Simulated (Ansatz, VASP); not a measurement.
One calculation of WC, two programs

The input POSCAR:

```
WC
1.0
    0.0000000000      2.1926840000      2.1926840000
    2.1926840000      0.0000000000      2.1926840000
    2.1926840000      2.1926840000      0.0000000000
W C
1 1
Direct
   -0.0171023276     -0.0171023276      0.0171023276
    0.5000000000      0.5000000000      0.5000000000
```

The input INCAR.step1:

```
SYSTEM = WC
  PREC = Accurate
  ENCUT = 520
  ISMEAR = 0
  SIGMA = 0.15
  LREAL = .False.
  LASPH = .True.
  NELM = 60
  NBANDS = 16
  GGA = PE
  ALGO = Normal
  EDIFF = 1E-4
  LWAVE = .True.
  LCHARG = .False.
```

INCAR.step2

```
SYSTEM = WC
  PREC = Accurate
  ENCUT = 520
  EDIFF = 1E-7
  ISMEAR = 0
  SIGMA = 0.15
  LREAL = .False.
  LASPH = .True.
  NELM = 60
  ALGO = Normal
  ISIF = 2
  LWAVE = .False.
  LCHARG = .True.
  METAGGA = R2SCAN
  LMIXTAU = .True.
  LELF = .True.
  LVHAR = .True.
  NBANDS = 16
  ISTART = 1
```

File KPOINTS:

```
Automatic mesh
0
Gamma
  18 18 18
  0 0 0
```

Input for Ansatz:

```yaml
crystal:
  lattice:
    - [0.0, 2.192684, 2.192684]
    - [2.192684, 0.0, 2.192684]
    - [2.192684, 2.192684, 0.0]
  atoms:
    - { symbol: W, position: [-0.0171023276, -0.0171023276, 0.0171023276] }
    - { symbol: C, position: [0.5, 0.5, 0.5] }
basis:
  ecutwfc: 500
kpoints:
  mp_grid: { grid: [18, 18, 18] }
hamiltonian:
  xc: r2scan
scf:
  occupations: { method: gaussian, width: 0.15 }
output:
  forces: true
  stress: true
  eigenvalues: true
```

Change from the starting cell: all W atoms moved +0.075 Å, as atom 1 towards its neighbour atom 2 (C) at 2.193 Å.

Alike in both runs: task single point; functional r2SCAN; k mesh 18 × 18 × 18; occupations gaussian, width 0.15 eV; no spin polarisation.

```csv
,VASP,Ansatz
version,VASP 6.6.1,Ansatz 0.2.0
potentials or method,"VASP PAW PBE potentials, release 64 (W_sv, C), cutoff 520 eV","scalar-relativistic, plane waves, PAW"
valence electrons in the cell,18,18
```

```tsv
	VASP	Ansatz	Ansatz less VASP
gap on the k mesh at the Fermi level (eV)	none	none	-
pressure (GPa)	-2.7	-4.4	-1.61
traceless stress, the component that is largest in VASP (GPa)	2.04	1.98	-0.065
rms of the force components (eV/Å)	0.252	0.249	-0.0031
```

VASP's potentials were made for PBE, not for r2SCAN. Atom by atom the forces differ by 0.003 eV/Å (rms over components). A gap of «none» marks a metal or a gap that the smearing closes. With one functional, cell and mesh, what is left measures potentials, basis and numerics.

Spin-orbit coupling is off throughout.
